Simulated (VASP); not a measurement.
Input of a VASP 6.6.1 run:

File INCAR:

```
PREC = Accurate
ENCUT = 520
EDIFF = 1E-7
ISMEAR = 0
SIGMA = 0.1
LREAL = F
LASPH = T
NELM = 150
ALGO = Fast
ISIF = 2
LWAVE = F
LCHARG = F
ISPIN = 2
MAGMOM = 0 0 0 0 0.59 0.59
LORBIT = 11
LMAXMIX = 4
GGA = PS
NBANDS = 46
```

Contents of KPOINTS:

```
Automatic mesh
0
Gamma
  6 6 6
```

Contents of POSCAR:

```
Ti2Co
1.0
    0.0000000000      3.3650000000      3.3650000000
    3.3650000000      0.0000000000      3.3650000000
    3.3650000000      3.3650000000      0.0000000000
Ti Co
4 2
Direct
    0.1250000000      0.1250000000      0.1250000000
    0.6250000000      0.1250000000      0.1250000000
    0.1250000000      0.1250000000      0.6250000000
    0.1250000000      0.6250000000      0.1250000000
    0.5000000000      0.5000000000      0.5000000000
    0.7500000000      0.7500000000      0.7500000000
```

Potentials or basis: VASP PAW PBE potentials, release 64 (Ti_sv, Co).

The run is started by

```console
$ cat potpaw_PBE.64/Ti_sv/POTCAR potpaw_PBE.64/Co/POTCAR > POTCAR
$ mpirun -np 1 vasp_std > vasp.out
```

(1) Predict the pressure.

(2) Predict the site moments.

(3) Predict the net moment.

## Answers

(1) 16.2 GPa.

(2) Ti +0.06; Co +0.56 μB.

(3) 1.31 μB per cell.

Caveat: the PAW data sets were made with another functional, which shifts forces and pressure a little.
